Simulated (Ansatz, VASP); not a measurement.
Cu in VASP and in Ansatz

File POSCAR:

```
Cu
1.0
    0.0000000000      1.6561405412      2.1529827035
    1.6561405412      0.0000000000      2.1529827035
    1.6561405412      1.6561405412      0.0000000000
Cu
1
Direct
    0.0000000000      0.0000000000      0.0000000000
```

The input INCAR.step1:

```
ALGO     = Normal         # electronic algorithm
EDIFF    = 1E-4           # SCF threshold, eV
ENCUT    = 520            # plane-wave cutoff, eV
GGA      = PE             # functional
ISMEAR   = 0              # smearing method
LASPH    = True           # aspherical terms in the spheres
LCHARG   = False          # write CHGCAR
LREAL    = False          # projectors in reciprocal space
LWAVE    = True           # write WAVECAR
NBANDS   = 12             # bands
NELM     = 100            # most SCF steps
PREC     = Accurate       # precision mode
SIGMA    = 0.15           # smearing width, eV
```

File INCAR.step2:

```
ALGO     = Normal         # electronic algorithm
EDIFF    = 1E-6           # SCF threshold, eV
ENCUT    = 520            # plane-wave cutoff, eV
ISIF     = 2              # what is computed and relaxed
ISMEAR   = 0              # smearing method
ISTART   = 1            
LASPH    = True           # aspherical terms in the spheres
LCHARG   = False          # write CHGCAR
LMIXTAU  = True         
LREAL    = False          # projectors in reciprocal space
LWAVE    = False          # write WAVECAR
METAGGA  = R2SCAN         # meta-GGA
NBANDS   = 12             # bands
NELM     = 100            # most SCF steps
PREC     = Accurate       # precision mode
SIGMA    = 0.15           # smearing width, eV
```

Contents of KPOINTS:

```
k-points
0
Gamma
  24 24 24
```

Input for Ansatz:

```yaml
crystal:
  lattice:
    - [0.0, 1.6561405412, 2.1529827035]
    - [1.6561405412, 0.0, 2.1529827035]
    - [1.6561405412, 1.6561405412, 0.0]
  atoms:
    - { symbol: Cu, position: [0.0, 0.0, 0.0] }
basis:
  ecutwfc: 500
kpoints:
  mp_grid: { grid: [24, 24, 24] }
hamiltonian:
  xc: r2scan
scf:
  occupations: { method: gaussian, width: 0.15 }
output:
  forces: true
  stress: true
  eigenvalues: true
```

Alike in both runs: task single point; functional r2SCAN; k mesh 24 × 24 × 24; occupations gaussian, width 0.15 eV; no spin polarisation.

|  | VASP | Ansatz |
| --- | --- | --- |
| version | VASP 6.6.1 | Ansatz 0.2.0 |
| potentials or method | VASP PAW PBE potentials, release 64 (Cu), cutoff 520 eV | scalar-relativistic, plane waves, PAW |
| valence electrons in the cell | 11 | 19 |

|  | VASP | Ansatz | Ansatz less VASP |
| --- | --- | --- | --- |
| gap on the k mesh at the Fermi level (eV) | none | none | - |
| pressure (GPa) | 1.0 | 0.4 | -0.56 |
| traceless stress, the component that is largest in VASP (GPa) | -19.56 | -19.60 | -0.039 |

VASP's potentials were made for PBE, not for r2SCAN. A gap of «none» marks a metal or a gap that the smearing closes. VASP's potentials hold 11 valence electrons a cell and Ansatz's 19, so a difference there can come from the potentials and not from the codes.
